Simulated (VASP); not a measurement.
ErSc2Sb3, 6 atoms in the cell. It takes space group P4/mmm (No. 123, tetragonal). Conventional cell: a = 4.163 Å, b = 4.163 Å, c = 10.885 Å, α = 90.00°, β = 90.00°, γ = 90.00°. Er (site symmetry 4/mmm) has 6 Sb at 2.94 to 3.15 Å within 3.9 Å. Sc (site symmetry 4mm) has 5 Sb at 2.85 to 2.96 Å within 3.8 Å. Within 3.8 Å of Sb (site symmetry 4/mmm) lie 2 Sc at 2.85 Å and 4 Er at 2.94 Å. Within 3.9 Å of Sb (site symmetry 4mm) lie 4 Sc at 2.96 Å and 1 Er at 3.15 Å. The cell was generated, and may not be a known phase.

| Quantity | Value |
| --- | --- |
| Program | VASP 6.6.1 |
| Task | single point |
| Functional | PBE |
| Potentials or basis | VASP PAW PBE potentials, release 64 (Er_3, Sc_sv, Sb), 4f in core |
| Cutoff | 500 eV |
| k mesh | 4 × 4 × 2 |
| Occupations | gaussian, width 0.1 eV |
| Spin | collinear spin |
| Starting moments | [0.0, 1.0, 1.0, 0.0, 0.0, 0.0] μB |
| Dipole correction | no |
| Further INCAR settings | ALGO = Normal; EDIFF = 1e-06; NBANDS = 36 |

Potentials or basis: VASP PAW PBE potentials, release 64 (Er_3, Sc_sv, Sb), 4f in core.

Run with:

```sh
$ cat potpaw_PBE.64/Er_3/POTCAR potpaw_PBE.64/Sc_sv/POTCAR potpaw_PBE.64/Sb/POTCAR > POTCAR
$ mpirun -np 1 vasp_std > vasp.out
```

Hardware: 1 thread of Intel(R) Xeon(R) Platinum 8488C (Sapphire Rapids) (shared host).

**Question.** Estimate the wall time of this run.

**Answer.** Wall time 2.8 min on 1 thread of Intel(R) Xeon(R) Platinum 8488C (Sapphire Rapids), with other jobs on the host, peak memory 0.38 GiB. Counts: scf iterations 18, k points 12.
